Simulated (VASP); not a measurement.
A run of VASP 6.6.1 is set up as follows.

Contents of INCAR:

```
SYSTEM = ZnS
PREC = Accurate ; ENCUT = 520
EDIFF = 1E-7 ; ISMEAR = 0
SIGMA = 0.01 ; LREAL = .False.
LASPH = .True. ; NELM = 60
ALGO = Normal ; ISIF = 2
LWAVE = .False. ; LCHARG = .False.
GGA = PE ; NBANDS = 26
```

The input KPOINTS:

```
regular mesh
0
Gamma
  6 6 4
  0 0 0
```

The input POSCAR:

```
ZnS
1.0
    3.8110000000      0.0000000000      0.0000000000
   -1.9055000000      3.3004230000      0.0000000000
    0.0000000000      0.0000000000      6.2340000000
Zn S
2 2
Direct
    0.3333333333      0.6666666667      0.0000000000
    0.6696965813      0.3393931626      0.5000000000
    0.3333333333      0.6666666667      0.3850000000
    0.6666666667      0.3333333333      0.8850000000
```

Potentials or basis: VASP PAW PBE potentials, release 64 (Zn, S).

Command:

```console
$ cat potpaw_PBE.64/Zn/POTCAR potpaw_PBE.64/S/POTCAR > POTCAR
$ mpirun -np 1 vasp_std > vasp.out
```

(1) What does it give for the largest force?

(2) What does it give for the pressure?

(3) Estimate the band gap on the k mesh.

Results:

(1) 0.352 eV/Å.

(2) 2.5 GPa.

(3) 2.25 eV, direct.
